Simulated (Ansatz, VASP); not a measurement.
## GaN: VASP beside Ansatz

Contents of INCAR:

```
SYSTEM = GaN
ALGO     = Normal         ! electronic algorithm
EDIFF    = 1E-6           ! SCF threshold, eV
ENCUT    = 520            ! plane-wave cutoff, eV
GGA      = PE             ! functional
ISIF     = 2              ! what is computed and relaxed
ISMEAR   = 0              ! smearing method
LASPH    = .TRUE.         ! aspherical terms in the spheres
LCHARG   = .FALSE.        ! write CHGCAR
LREAL    = .FALSE.        ! projectors in reciprocal space
LWAVE    = .FALSE.        ! write WAVECAR
NBANDS   = 16             ! bands
NELM     = 100            ! most SCF steps
PREC     = Accurate       ! precision mode
SIGMA    = 0.05           ! smearing width, eV
```

The input KPOINTS:

```
k-points
0
G
  10 10 10
  0 0 0
```

POSCAR

```
GaN
1.0
    0.0000000000      2.3661756379      2.3098381227
    2.3661756379      0.0000000000      2.3098381227
    2.3661756379      2.3661756379      0.0000000000
Ga N
1 1
Direct
    0.0000000000      0.0000000000      0.0000000000
    0.7500000000      0.7500000000      0.7500000000
```

Input for Ansatz:

```yaml
crystal:
  lattice:
    - [0.0, 2.3661756379, 2.3098381227]
    - [2.3661756379, 0.0, 2.3098381227]
    - [2.3661756379, 2.3661756379, 0.0]
  atoms:
    - { symbol: Ga, position: [0.0, 0.0, 0.0] }
    - { symbol: "N", position: [0.75, 0.75, 0.75] }
basis:
  ecutwfc: 420
kpoints:
  mp_grid: { grid: [10, 10, 10] }
hamiltonian:
  xc: pbe
scf:
  occupations: { method: gaussian, width: 0.05 }
output:
  forces: true
  stress: true
  eigenvalues: true
  write_density: true
  write_potential: true
  elf: true
  volumetric_format: npy
```

Change from the starting cell: strain +0.050 along x and y, +0.025 along z, atoms carried along.

Alike in both runs: task single point; functional PBE; k mesh 10 × 10 × 10; occupations gaussian, width 0.05 eV; no spin polarisation.

```csv
,VASP,Ansatz
version,VASP 6.6.1,Ansatz 0.2.0
potentials or method,"VASP PAW PBE potentials, release 64 (Ga_d, N), cutoff 520 eV","scalar-relativistic, plane waves, PAW"
valence electrons in the cell,18,18
```

VASP gave:

- gap on the k mesh at the Fermi level (eV): 0.87
- least direct gap on the mesh (eV): 0.87
- pressure (GPa): -13.0
- traceless stress, the component that is largest in VASP (GPa): 1.91

Problem. What did Ansatz give for the same quantities?

Solution. gap on the k mesh at the Fermi level (eV): 0.87; least direct gap on the mesh (eV): 0.87; pressure (GPa): -13.2; traceless stress, the component that is largest in VASP (GPa): 1.92.
